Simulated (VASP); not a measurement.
A run of VASP 6.6.1 is set up as follows.

INCAR

```
SYSTEM = Cu
PREC = Accurate ; ENCUT = 520
EDIFF = 1E-6 ; ISMEAR = -1
SIGMA = 0.05 ; LREAL = .FALSE.
LASPH = .TRUE. ; NELM = 100
ALGO = Fast ; ISIF = 2
LWAVE = .FALSE. ; LCHARG = .FALSE.
GGA = PE ; IVDW = 12
NBANDS = 12
```

Contents of KPOINTS:

```
Automatic mesh
0
G
  13 13 13
  0 0 0
```

The input POSCAR:

```
Cu
1.0
   -1.4427933200      1.4427933200      1.3760814500
    1.4427933200     -1.4427933200      1.3760814500
    1.4427933200      1.4427933200     -1.3760814500
Cu
1
Direct
    0.0000000000      0.0000000000      0.0000000000
```

Potentials or basis: VASP PAW PBE potentials, release 64 (Cu).

Run with:

```console
$ cat potpaw_PBE.64/Cu/POTCAR > POTCAR
$ mpirun -np 1 vasp_std > vasp.out
```

(1) What does it give for the pressure?

(2) Estimate the dispersion energy per atom.

## Answers

(1) -0.7 GPa.

(2) -0.601 eV.

Caveat: three body term missing; pairwise dispersion overbinds metals, which lowers pressure and volume.
